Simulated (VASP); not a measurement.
Crystal: GaN.

```
Ga N
1.0
     3.15181    0.00000    0.00000
    -1.57590    2.72955    0.00000
     0.00000    0.00000    5.13841
Ga N
2 2
Direct
  0.33993 0.67497 0.98040
  0.67326 0.34164 0.48040
  0.32674 0.65836 0.39460
  0.66007 0.32503 0.89460
```

| Property | Result |
| --- | --- |
| Program | VASP 6.6.1 |
| Task | relaxation of cell and atoms |
| Functional | LDA |
| Potentials or basis | VASP PAW LDA potentials, release 64 (Ga_d, N) |
| Cutoff | 600 eV |
| k mesh | 12 × 12 × 4 |
| Occupations | gaussian, width 0.05 eV |
| Spin | no spin polarisation |

At the start: pressure 4.6 GPa; volume 11.05 Å³/atom.

Task: How do energy, volume and symmetry change on relaxing?

Result: Over 12 steps the energy falls by 94.2 meV/atom and the volume is 11.10 Å³/atom (+0.5 %); space group P6_3mc (No. 186, to 0.1 Å) before and after.

Step by step:
| step | energy change (eV) | largest force (eV/Å) | pressure (GPa) | volume (Å³) |
| --- | --- | --- | --- | --- |
| 1 | 0.0000 | 1.7212 | 4.57 | 44.21 |
| 2 | -0.2286 | 0.6139 | -7.04 | 46.21 |
| 3 | -0.2677 | 0.7210 | -5.13 | 45.64 |
| 4 | -0.3254 | 0.3979 | 2.97 | 43.86 |
| 5 | -0.3372 | 0.2109 | 0.46 | 44.34 |
| 6 | -0.3728 | 0.1589 | 1.48 | 44.11 |
| 7 | -0.3729 | 0.1537 | 1.47 | 44.11 |
| 8 | -0.3760 | 0.0234 | -1.04 | 44.66 |
| 9 | -0.3765 | 0.0523 | -0.38 | 44.52 |
| 10 | -0.3768 | 0.0222 | 0.01 | 44.42 |
| 11 | -0.3768 | 0.0100 | -0.07 | 44.44 |
| 12 | -0.3768 | 0.0054 | 0.12 | 44.41 |

Final structure:
```yaml
crystal:
  lattice:
    - [3.15697, -0.00018, 0.00020]
    - [-1.57864, 2.73370, 0.00041]
    - [0.00006, 0.00018, 5.14556]
  atoms:
    - { symbol: Ga, position: [0.33330, 0.66662, 0.99925] }
    - { symbol: Ga, position: [0.66663, 0.33329, 0.49925] }
    - { symbol: N, position: [0.33338, 0.66667, 0.37575] }
    - { symbol: N, position: [0.66670, 0.33342, 0.87575] }
```
